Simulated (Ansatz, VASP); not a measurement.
Two plane-wave programs on Mg2GeN3

```xyz
6
Lattice="-1.5366 4.9775 2.4707 1.5366 -4.9775 2.4707 1.5366 4.9775 -2.4707" Properties=species:S:1:pos:R:3 pbc="T T T"
Mg    0.0000    6.6263    0.0478
Mg    0.0000    3.3287    0.0478
Ge    0.0000    0.0000    0.0383
N     1.5366    3.4372   -1.3714
N     0.0000    1.5403    1.0993
N     0.0000    4.9775    1.3736
```

Alike in both runs: functional PBE; k mesh 6 × 6 × 6; occupations gaussian, width 0.2 eV; no spin polarisation.

Ansatz relaxed the structure, and its values are those at the end. VASP's run is a single point on that final structure, the one shown.

|  | VASP | Ansatz |
| --- | --- | --- |
| version | VASP 6.6.1 | Ansatz 0.2.0 |
| potentials or method | VASP PAW PBE potentials, release 64 (Mg, Ge_d, N), cutoff 520 eV | scalar-relativistic, plane waves, PAW |
| valence electrons in the cell | 33 | 49 |

|  | VASP | Ansatz | Ansatz less VASP |
| --- | --- | --- | --- |
| gap on the k mesh at the Fermi level (eV) | none | none | - |
| pressure (GPa) | -0.6 | -0.3 | +0.33 |
| rms of the force components (eV/Å) | 0.041 | 0.039 | -0.0020 |

A gap of «none» marks a metal or a gap that the smearing closes. VASP's potentials hold 33 valence electrons a cell and Ansatz's 49, so a difference there can come from the potentials and not from the codes.

The k mesh is coarse, so the values compare programs but aren't converged.
